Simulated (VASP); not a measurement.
# Al32Si (a cell with a defect) in VASP: further runs, part 2 of 2

VASP 6.6.1. Earlier steps stand in the parts before.

## (3) Single point, PBE+D3(BJ)

INCAR

```
SYSTEM = Al32Si
PREC = Accurate
ENCUT = 400
EDIFF = 1E-6
ISMEAR = 0
SIGMA = 0.05
LREAL = Auto
LASPH = .True.
NELM = 120
ALGO = Normal
ISIF = 2
LWAVE = .False.
LCHARG = .False.
GGA = PE
IVDW = 12
NBANDS = 72
GGA_COMPAT = .False.
```

KPOINTS

```
Automatic mesh
0
Gamma
  2 2 2
  0 0 0
```

POSCAR

```
Al32Si
1.0
    8.1000000000      0.0000000000      0.0000000000
    0.0000000000      8.1000000000      0.0000000000
    0.0000000000      0.0000000000      8.1000000000
Al Si
32 1
Direct
    0.4989689643     -0.0012544089     -0.0014336304
    0.7500208645      0.2499961314     -0.0510080576
    0.7500411499     -0.0505039043      0.2499649351
    0.0013966886     -0.0011154498     -0.0012828081
    0.2503785389      0.2500205184     -0.0116902124
    0.4989893854      0.5012886284     -0.0014138569
    0.7502704001      0.7500514065     -0.0116951579
    0.2503880555     -0.0115934450      0.2498317555
    0.4501246948      0.2499941584      0.2499476164
    0.7500427647      0.5507256767      0.2499651076
    0.4989250143     -0.0013126018      0.5011868765
    0.7500700046      0.2499959976      0.5502194817
    0.7502845058     -0.0115899388      0.7497854220
    0.0013778250      0.5011526241     -0.0012631976
    0.2501574852      0.7500092112     -0.0034058230
    0.0513567871      0.2499962063      0.2499974143
    0.2503887442      0.5116191352      0.2498326527
    0.4885396460      0.7500499006      0.2498184171
    0.0014860388     -0.0011918856      0.5010828773
    0.2504031069      0.2500222133      0.5115267792
    0.4989451912      0.5013466808      0.5011678509
    0.7503030823      0.7500514308      0.5115182000
    0.2501688409     -0.0032637784      0.7498994237
    0.4885444337      0.2500214506      0.7497798073
    0.7502846550      0.5116176212      0.7497856505
    0.0117532695      0.7500509860      0.2498500364
    0.0014670634      0.5012285599      0.5010636656
    0.2501778505      0.7500091679      0.5031389990
    0.0117565254      0.2500203819      0.7498046690
    0.2501682258      0.5032863811      0.7499003765
    0.4969523846      0.7500089371      0.7498881381
    0.0034902097      0.7500098484      0.7499099259
    0.7509404034      0.2501432588      0.2495001657
```

Potentials or basis: VASP PAW PBE potentials, release 64 (Al, Si).

Command:

```
$ cat potpaw_PBE.64/Al/POTCAR potpaw_PBE.64/Si/POTCAR > POTCAR
$ mpirun -np 1 vasp_std > vasp.out
```

OUTCAR:

```text
SYSTEM = Al32Si
   PREC = Accurate
   ENCUT = 400
   EDIFF = 1E-6
   ISMEAR = 0
   LREAL = Auto
   LASPH = .True.
   NELM = 120
   ISIF = 2
   GGA = PE
   IVDW = 12
 IVDW          = 12

 ion  position               nearest neighbor table
   1  0.499  0.999  0.999-  31 2.85  23 2.85  15 2.85   8 2.86   5 2.86  18 2.86   7 2.87  24 2.87
                            13 2.87   2 2.90   3 2.91   9 2.91
   2  0.750  0.250  0.949-  33 2.43  24 2.66  13 2.66  25 2.66  29 2.66   1 2.90   6 2.91   4 2.91
                            14 2.91  12 3.23
   3  0.750  0.949  0.250-  33 2.44  18 2.66  22 2.66   7 2.66  26 2.67  11 2.90   1 2.91  19 2.91
                             4 2.91  10 3.23
   4  0.001  0.999  0.999-  23 2.85  15 2.85  32 2.85   7 2.86  26 2.86  29 2.87  13 2.87   8 2.87
                             5 2.87  16 2.91   2 2.91   3 2.91
   5  0.250  0.250  0.988-  16 2.66   9 2.67  24 2.73  29 2.73  30 2.82  23 2.82   1 2.86   6 2.86
                             4 2.87  14 2.87  17 3.00   8 3.00
   6  0.499  0.501  0.999-  31 2.85  30 2.85  15 2.85  17 2.86   5 2.86  18 2.87   7 2.87  24 2.87
                            25 2.87   2 2.91  10 2.91   9 2.91
[... 293 lines left out ...]
      2      -1.6312      2.00000
      3      -1.0023      2.00000
      4      -1.0023      2.00000
      5      -0.7073      2.00000
      6      -0.7071      2.00000
[... 509 lines left out ...]
     61      10.7883      0.00000
     62      11.1862      0.00000
 [bands above 62 left out]

------------------------ aborting loop because EDIFF is reached ----------------------------------------

 Edisp (eV)  -11.42712

 E8    (eV) :    -5.0998

  FORCE on cell =-STRESS in cart. coord.  units (eV):
  Direction    XX          YY          ZZ          XY          YZ          ZX
  --------------------------------------------------------------------------------------
  -------------------------------------------------------------------------------------
  Total       0.34527     0.34730     0.34492     0.00003     0.00009     0.00475
  in kB       1.04092     1.04703     1.03985     0.00008     0.00028     0.01431
  external pressure =        1.04 kB  Pullay stress =        0.00 kB

 VOLUME and BASIS-vectors are now :
 -----------------------------------------------------------------------------
  energy-cutoff  :      400.00
  volume of cell :      531.44
      direct lattice vectors                 reciprocal lattice vectors
     8.100000000  0.000000000  0.000000000     0.123456790  0.000000000  0.000000000
     0.000000000  8.100000000  0.000000000     0.000000000  0.123456790  0.000000000
     0.000000000  0.000000000  8.100000000     0.000000000  0.000000000  0.123456790

 POSITION                                       TOTAL-FORCE (eV/Angst)
 -----------------------------------------------------------------------------------
      4.04165      8.08984      8.08839         0.011791      0.011331      0.011472
      6.07517      2.02497      7.68683         0.000108      0.000172     -0.007880
      6.07533      7.69092      2.02472         0.000145     -0.009495     -0.000038
      0.01131      8.09096      8.08961        -0.011160      0.010905      0.010973
      2.02807      2.02517      8.00531        -0.000360      0.000207     -0.010779
      4.04181      4.06044      8.08855         0.011736     -0.011395      0.011465
[... 25 lines left out ...]
      0.02827      6.07508      6.07427        -0.026740      0.000118      0.000138
      6.08262      2.02616      2.02095        -0.001707     -0.000198      0.000667
 -----------------------------------------------------------------------------------
    total drift:                               -0.001387      0.000466      0.001464

  FREE ENERGIE OF THE ION-ELECTRON SYSTEM (eV)
  ---------------------------------------------------
  free  energy   TOTEN  =      -135.4753000685 eV

  energy  without entropy=     -135.4638245129  energy(sigma->0) =     -135.46956229
```

stdout:

```text
POSCAR found type information on POSCAR AlSi
 POSCAR found :  2 types and      33 ions
 scaLAPACK will be used
 LDA part: xc-table for (Slater+PW92), standard interpolation
 POSCAR, INCAR and KPOINTS ok, starting setup
 FFT: planning ... GRIDC
 FFT: planning ... GRID_SOFT
 FFT: planning ... GRID
 WAVECAR not read
 entering main loop
```

Run time: 5.6 min. Hardware: 1 thread of Intel Xeon Platinum 8259CL at 2.50GHz (Skylake/Cascade Lake), shared host; peak memory 0.43 GiB.

Results:

* Free energy: -135.4753 eV
* Pressure: 0.1 GPa
* Largest force: 0.027 eV/Å
* Band gap on the k mesh: zero (band 50 reaches 8.45 eV, above the bottom of band 51 at 7.43 eV)
* Dispersion energy per atom: -0.346 eV

Forces on the atoms (eV/Å):
```
Al   0.012  0.011  0.011
Al   0.000  0.000 -0.008
Al   0.000 -0.009  0.000
Al  -0.011  0.011  0.011
Al   0.000  0.000 -0.011
Al   0.012 -0.011  0.011
Al   0.000  0.000 -0.011
Al   0.000 -0.010  0.000
Al  -0.010  0.000  0.000
Al   0.000  0.010  0.000
Al   0.012  0.012 -0.012
Al   0.000  0.000  0.010
Al   0.000 -0.010  0.000
Al  -0.011 -0.011  0.011
Al   0.000  0.000  0.027
Al   0.008  0.000  0.000
Al   0.000  0.010  0.000
Al  -0.009  0.000  0.000
Al  -0.011  0.011 -0.012
Al   0.000  0.000  0.009
Al   0.012 -0.012 -0.011
Al  -0.001  0.000  0.009
Al   0.000  0.027  0.000
Al  -0.009  0.000  0.000
Al   0.000  0.010  0.000
Al   0.011  0.000  0.000
Al  -0.011 -0.011 -0.012
Al   0.000  0.000 -0.026
Al   0.011  0.000  0.000
Al   0.000 -0.027  0.000
Al   0.026  0.000  0.000
Al  -0.027  0.000  0.000
Si  -0.002  0.000  0.001
```

Levels at points of the mesh, in eV from the Fermi level:
```
           k point  band 47  band 48  band 49  band 50  band 51  band 52
(0.00, 0.00, 0.00)    -0.05    -0.05     0.53     0.53     0.53     0.63
(0.50, 0.00, 0.00)    -0.32    -0.32    -0.25    -0.18    -0.02     0.24
(0.00, 0.50, 0.00)    -0.32    -0.32    -0.25    -0.18    -0.02     0.24
(0.00, 0.00, 0.50)    -0.32    -0.32    -0.25    -0.18    -0.02     0.24
(0.50, 0.50, 0.00)    -0.47    -0.30     0.51     0.51     0.69     0.78
(0.00, 0.50, 0.50)    -0.47    -0.30     0.51     0.51     0.69     0.78
(0.50, 0.00, 0.50)    -0.47    -0.30     0.51     0.51     0.69     0.78
(0.50, 0.50, 0.50)    -0.72    -0.57    -0.57    -0.57    -0.49    -0.49
```

Caveat: the k points lie up to 0.39 Å⁻¹ apart.

## (4) Single point, PBE+D3(BJ)

INCAR

```
ALGO     = Normal         # electronic algorithm
EDIFF    = 1E-6           # SCF threshold, eV
ENCUT    = 400            # plane-wave cutoff, eV
GGA      = PE             # functional
GGA_COMPAT= F            
ISIF     = 2              # what is computed and relaxed
ISMEAR   = 0              # smearing method
IVDW     = 12             # dispersion correction
LASPH    = T              # aspherical terms in the spheres
LCHARG   = T              # write CHGCAR
LELF     = T              # ELF
LREAL    = Auto         
LVHAR    = T            
LWAVE    = F              # write WAVECAR
NBANDS   = 72             # bands
NELM     = 120            # most SCF steps
PREC     = Accurate       # precision mode
SIGMA    = 0.05           # smearing width, eV
```

KPOINTS

```
k-points
0
Gamma
  2 2 2
```

POSCAR

```
Al32Si
1.0
    8.1000000000      0.0000000000      0.0000000000
    0.0000000000      8.1000000000      0.0000000000
    0.0000000000      0.0000000000      8.1000000000
Al Si
32 1
Direct
    0.4989690123     -0.0012544444     -0.0014335802
    0.7500208642      0.2499961728     -0.0510080247
    0.7500411111     -0.0505039506      0.2499649383
    0.0013966667     -0.0011154321     -0.0012828395
    0.2503785185      0.2500204938     -0.0116902469
    0.4989893827      0.5012886420     -0.0014138272
    0.7502703704      0.7500513580     -0.0116951852
    0.2503880247     -0.0115934568      0.2498317284
    0.4501246914      0.2499941975      0.2499476543
    0.7500427160      0.5507256790      0.2499650617
    0.4989250617     -0.0013125926      0.5011869136
    0.7500700000      0.2499960494      0.5502195062
    0.7502845679     -0.0115900000      0.7497854321
    0.0013777778      0.5011525926     -0.0012632099
    0.2501575309      0.7500092593     -0.0034058025
    0.0513567901      0.2499961728      0.2499974074
    0.2503887654      0.5116191358      0.2498325926
    0.4885396296      0.7500498765      0.2498183951
    0.0014860494     -0.0011918519      0.5010828395
    0.2504030864      0.2500222222      0.5115267901
    0.4989451852      0.5013466667      0.5011679012
    0.7503030864      0.7500514815      0.5115181481
    0.2501688889     -0.0032638272      0.7498993827
    0.4885444444      0.2500214815      0.7497797531
    0.7502846914      0.5116176543      0.7497856790
    0.0117532099      0.7500509877      0.2498500000
    0.0014670370      0.5012285185      0.5010637037
    0.2501779012      0.7500091358      0.5031390123
    0.0117565432      0.2500203704      0.7498046914
    0.2501682716      0.5032864198      0.7499003704
    0.4969523457      0.7500088889      0.7498881481
    0.0034902469      0.7500098765      0.7499098765
    0.7509403704      0.2501432099      0.2495001235
```

Potentials or basis: VASP PAW PBE potentials, release 64 (Al, Si).

Command:

```
$ cat potpaw_PBE.64/Al/POTCAR potpaw_PBE.64/Si/POTCAR > POTCAR
$ mpirun -np 1 vasp_std > vasp.out
```

OUTCAR:

```text
EDIFF = 1E-6
   ENCUT = 400
   GGA = PE
   ISIF = 2
   ISMEAR = 0
   IVDW = 12
   LASPH = T
   LREAL = Auto
   NELM = 120
   PREC = Accurate
 IVDW          = 12

 ion  position               nearest neighbor table
   1  0.499  0.999  0.999-  31 2.85  23 2.85  15 2.85   8 2.86   5 2.86  18 2.86   7 2.87  24 2.87
                            13 2.87   2 2.90   3 2.91   9 2.91
   2  0.750  0.250  0.949-  33 2.43  24 2.66  13 2.66  25 2.66  29 2.66   1 2.90   6 2.91   4 2.91
                            14 2.91  12 3.23
   3  0.750  0.949  0.250-  33 2.44  18 2.66  22 2.66   7 2.66  26 2.67  11 2.90   1 2.91  19 2.91
                             4 2.91  10 3.23
   4  0.001  0.999  0.999-  23 2.85  15 2.85  32 2.85   7 2.86  26 2.86  29 2.87  13 2.87   8 2.87
                             5 2.87  16 2.91   2 2.91   3 2.91
   5  0.250  0.250  0.988-  16 2.66   9 2.67  24 2.73  29 2.73  30 2.82  23 2.82   1 2.86   6 2.86
                             4 2.87  14 2.87  17 3.00   8 3.00
   6  0.499  0.501  0.999-  31 2.85  30 2.85  15 2.85  17 2.86   5 2.86  18 2.87   7 2.87  24 2.87
                            25 2.87   2 2.91  10 2.91   9 2.91
   7  0.750  0.750  0.988-  10 2.66   3 2.66  13 2.73  25 2.73  32 2.82  31 2.82   4 2.86   1 2.87
                            14 2.87   6 2.87  26 3.00  18 3.00
   8  0.250  0.988  0.250-  16 2.66   9 2.67  18 2.73  26 2.73  15 2.82  28 2.82   1 2.86  11 2.86
                             4 2.87  19 2.87   5 3.00  20 3.00
   9  0.450  0.250  0.250-  33 2.44  20 2.67   8 2.67  17 2.67   5 2.67  11 2.91  21 2.91   1 2.91
[... 32 lines left out ...]
                            14 2.87   6 2.87  29 3.00  24 3.00
  26  0.012  0.750  0.250-  10 2.66   3 2.67   8 2.73  17 2.73  15 2.82  28 2.82   4 2.86  19 2.86
                            14 2.87  27 2.87   7 3.00  22 3.00
  27  0.001  0.501  0.501-  28 2.85  30 2.85  32 2.85  25 2.86  29 2.86  22 2.86  26 2.87  20 2.87
                            17 2.87  16 2.91  10 2.91  12 2.91
  28  0.250  0.750  0.503-  18 2.82  17 2.82   8 2.82  26 2.82  32 2.83  30 2.83  23 2.83  31 2.83
                            11 2.85  21 2.85  19 2.85  27 2.85
  29  0.012  0.250  0.750-   2 2.66  12 2.67  20 2.73   5 2.73  30 2.82  23 2.82  19 2.86  27 2.86
                             4 2.87  14 2.87  25 3.00  13 3.00
  30  0.250  0.503  0.750-  20 2.82  24 2.82   5 2.82  29 2.82  32 2.83  15 2.83  28 2.83  31 2.83
                             6 2.85  21 2.85  27 2.85  14 2.85
  31  0.497  0.750  0.750-  22 2.82  25 2.82  13 2.82   7 2.82  15 2.83  30 2.83  23 2.83  28 2.83
                            11 2.85  21 2.85   1 2.85   6 2.85
  32  0.003  0.750  0.750-  22 2.82  25 2.82  13 2.82   7 2.82  15 2.83  30 2.83  23 2.83  28 2.83
[... 223 lines left out ...]

 Free energy of the ion-electron system (eV)
  ---------------------------------------------------
  ext. energy  EPLUGINS =         0.00000000
  ---------------------------------------------------
  free energy    TOTEN  =      -124.04818036 eV

  energy without entropy =     -124.03670479  energy(sigma->0) =     -124.04244257

 E-fermi :   7.9205     XC(G=0): -10.2845

 val. band max:        7.9008680732   @ k =   0.0000   0.5000   0.0000
 cond. band min:       8.1579667648   @ k =   0.0000   0.5000   0.0000
 fundamental gap:      0.2570986916
 Fermi energy:         7.9204791127

 k-point     1 :       0.0000    0.0000    0.0000
  band No.  band energies     occupation
      1      -3.2124      2.00000
      2      -1.6312      2.00000
      3      -1.0023      2.00000
      4      -1.0023      2.00000
      5      -0.7073      2.00000
      6      -0.7071      2.00000
[... 509 lines left out ...]
     61      10.7883      0.00000
     62      11.1862      0.00000
 [bands above 62 left out]

------------------------ aborting loop because EDIFF is reached ----------------------------------------

 Edisp (eV)  -11.42712

 E8    (eV) :    -5.0998

  FORCE on cell =-STRESS in cart. coord.  units (eV):
  Direction    XX          YY          ZZ          XY          YZ          ZX
  --------------------------------------------------------------------------------------
  -------------------------------------------------------------------------------------
  Total       0.34528     0.34729     0.34491     0.00002     0.00009     0.00475
  in kB       1.04095     1.04700     1.03984     0.00006     0.00027     0.01431
  external pressure =        1.04 kB  Pullay stress =        0.00 kB

 VOLUME and BASIS-vectors are now :
 -----------------------------------------------------------------------------
  energy-cutoff  :      400.00
  volume of cell :      531.44
      direct lattice vectors                 reciprocal lattice vectors
     8.100000000  0.000000000  0.000000000     0.123456790  0.000000000  0.000000000
     0.000000000  8.100000000  0.000000000     0.000000000  0.123456790  0.000000000
     0.000000000  0.000000000  8.100000000     0.000000000  0.000000000  0.123456790

 POSITION                                       TOTAL-FORCE (eV/Angst)
 -----------------------------------------------------------------------------------
      4.04165      8.08984      8.08839         0.011791      0.011334      0.011470
      6.07517      2.02497      7.68683         0.000106      0.000170     -0.007886
      6.07533      7.69092      2.02472         0.000145     -0.009494     -0.000040
      0.01131      8.09096      8.08961        -0.011160      0.010904      0.010973
      2.02807      2.02517      8.00531        -0.000357      0.000207     -0.010778
      4.04181      4.06044      8.08855         0.011736     -0.011397      0.011463
[... 25 lines left out ...]
      0.02827      6.07508      6.07427        -0.026740      0.000117      0.000140
      6.08262      2.02616      2.02095        -0.001704     -0.000197      0.000673
 -----------------------------------------------------------------------------------
    total drift:                               -0.001387      0.000466      0.001464

  FREE ENERGIE OF THE ION-ELECTRON SYSTEM (eV)
  ---------------------------------------------------
  free  energy   TOTEN  =      -135.4753000667 eV

  energy  without entropy=     -135.4638244968  energy(sigma->0) =     -135.46956228
```

OSZICAR:

```text
N       E                     dE             d eps       ncg     rms          rms(c)
DAV:   1     0.114125343368E+03    0.11413E+03   -0.29966E+04  1152   0.906E+02
DAV:   2    -0.112682632799E+03   -0.22681E+03   -0.21321E+03  1384   0.132E+02
DAV:   3    -0.124902791450E+03   -0.12220E+02   -0.11858E+02  1432   0.259E+01
DAV:   4    -0.125103149494E+03   -0.20036E+00   -0.19918E+00  1368   0.368E+00
DAV:   5    -0.125105974748E+03   -0.28253E-02   -0.28235E-02  1352   0.478E-01    0.855E+00
DAV:   6    -0.124393044541E+03    0.71293E+00   -0.55909E-01  1304   0.166E+00    0.493E+00
DAV:   7    -0.124068004810E+03    0.32504E+00   -0.44200E-01  1312   0.154E+00    0.806E-01
DAV:   8    -0.124049240795E+03    0.18764E-01   -0.58315E-02  1312   0.595E-01    0.396E-01
DAV:   9    -0.124048371995E+03    0.86880E-03   -0.17030E-03  1392   0.123E-01    0.264E-01
DAV:  10    -0.124048219449E+03    0.15255E-03   -0.19229E-04  1344   0.358E-02    0.526E-02
DAV:  11    -0.124048182266E+03    0.37183E-04   -0.40078E-05  1344   0.168E-02    0.162E-02
DAV:  12    -0.124048180373E+03    0.18929E-05   -0.36111E-06  1320   0.502E-03    0.857E-03
DAV:  13    -0.124048180358E+03    0.14319E-07   -0.53295E-07   768   0.211E-03
   1 F= -.13547530E+03 E0= -.13546956E+03  d E =-.114756E-01
```

Run time: 6.1 min. Hardware: 1 thread of Intel Xeon Platinum 8259CL at 2.50GHz (Skylake/Cascade Lake), shared host; peak memory 0.44 GiB.

Results:

- Free energy: -135.4753 eV
- Pressure: 0.1 GPa
- Largest force: 0.027 eV/Å
- Band gap on the k mesh: zero (band 50 reaches 8.45 eV, above the bottom of band 51 at 7.43 eV)
- Dispersion energy per atom: -0.346 eV

Forces on the atoms (eV/Å):
```
Al   0.012  0.011  0.011
Al   0.000  0.000 -0.008
Al   0.000 -0.009  0.000
Al  -0.011  0.011  0.011
Al   0.000  0.000 -0.011
Al   0.012 -0.011  0.011
Al   0.000  0.000 -0.011
Al   0.000 -0.010  0.000
Al  -0.010  0.000  0.000
Al   0.000  0.010  0.000
Al   0.012  0.012 -0.012
Al   0.000  0.000  0.010
Al   0.000 -0.010  0.000
Al  -0.011 -0.011  0.011
Al   0.000  0.000  0.027
Al   0.008  0.000  0.000
Al   0.000  0.010  0.000
Al  -0.009  0.000  0.000
Al  -0.011  0.011 -0.012
Al   0.000  0.000  0.009
Al   0.012 -0.012 -0.011
Al  -0.001  0.000  0.009
Al   0.000  0.027  0.000
Al  -0.009  0.000  0.000
Al   0.000  0.010  0.000
Al   0.011  0.000  0.000
Al  -0.011 -0.011 -0.012
Al   0.000  0.000 -0.026
Al   0.011  0.000  0.000
Al   0.000 -0.027  0.000
Al   0.026  0.000  0.000
Al  -0.027  0.000  0.000
Si  -0.002  0.000  0.001
```

Caveat: the k points lie up to 0.39 Å⁻¹ apart.
